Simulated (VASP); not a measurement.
The system is Mg3Se.

```xyz
4
Lattice="4.9646 0.0000 0.0000 0.0000 4.9646 0.0000 0.0000 0.0000 4.2872" Properties=species:S:1:pos:R:3 pbc="T T T"
Mg    0.0000    2.4823    0.0000
Mg    2.4823    0.0000    0.0000
Mg    2.4823    2.4823    2.1436
Se    0.0000    0.0000    2.1436
```

```yaml
Program: VASP 6.6.1
Task: relaxation of cell and atoms
Functional: PBE
Potentials_or_basis: VASP PAW PBE potentials, release 64 (Mg, Se)
Cutoff: 600 eV
k_mesh: 4 × 4 × 4
Occupations: gaussian, width 0.1 eV
Spin: no spin polarisation
```

At the start: pressure -5.1 GPa; volume 26.42 Å³/atom.

Task: How do energy, volume and symmetry change on relaxing?

Result: Over 12 steps the energy falls by 100.2 meV/atom and the volume is 22.09 Å³/atom (-16.4 %); space group Pm-3m (No. 221, to 0.05 Å).

Step by step:
| step | energy change (eV) | largest force (eV/Å) | pressure (GPa) | volume (Å³) |
| --- | --- | --- | --- | --- |
| 1 | 0.0000 | 0.0000 | -5.11 | 105.67 |
| 2 | -0.3080 | 0.0000 | -2.10 | 93.28 |
| 3 | -0.3508 | 0.0000 | -0.08 | 88.20 |
| 4 | -0.3514 | 0.0000 | 0.23 | 87.53 |
| 5 | -0.3644 | 0.0000 | 0.21 | 87.55 |
| 6 | -0.3899 | 0.0000 | 0.31 | 87.52 |
| 7 | -0.3940 | 0.0000 | 0.56 | 87.03 |
| 8 | -0.3981 | 0.0000 | 0.53 | 87.22 |
| 9 | -0.3962 | 0.0000 | 0.40 | 87.46 |
| 10 | -0.3994 | 0.0000 | 0.51 | 87.31 |
| 11 | -0.3989 | 0.0000 | -0.53 | 89.54 |
| 12 | -0.4010 | 0.0000 | 0.02 | 88.35 |

Final structure:
```cif
data_structure
_symmetry_space_group_name_H-M 'P 1'
_symmetry_Int_Tables_number 1
_cell_length_a 4.4448
_cell_length_b 4.4448
_cell_length_c 4.4720
_cell_angle_alpha 90.000
_cell_angle_beta 90.000
_cell_angle_gamma 90.000
_cell_volume 88.35
loop_
_atom_site_label
_atom_site_type_symbol
_atom_site_fract_x
_atom_site_fract_y
_atom_site_fract_z
_atom_site_occupancy
Mg1 Mg 0.00000 0.50000 0.00000 1
Mg2 Mg 0.50000 0.00000 0.00000 1
Mg3 Mg 0.50000 0.50000 0.50000 1
Se1 Se 0.00000 0.00000 0.50000 1
```

Caveat: the k points lie up to 0.35 Å⁻¹ apart in the final cell; the volume moved by over 15 % at a fixed basis, so the end points are rough.
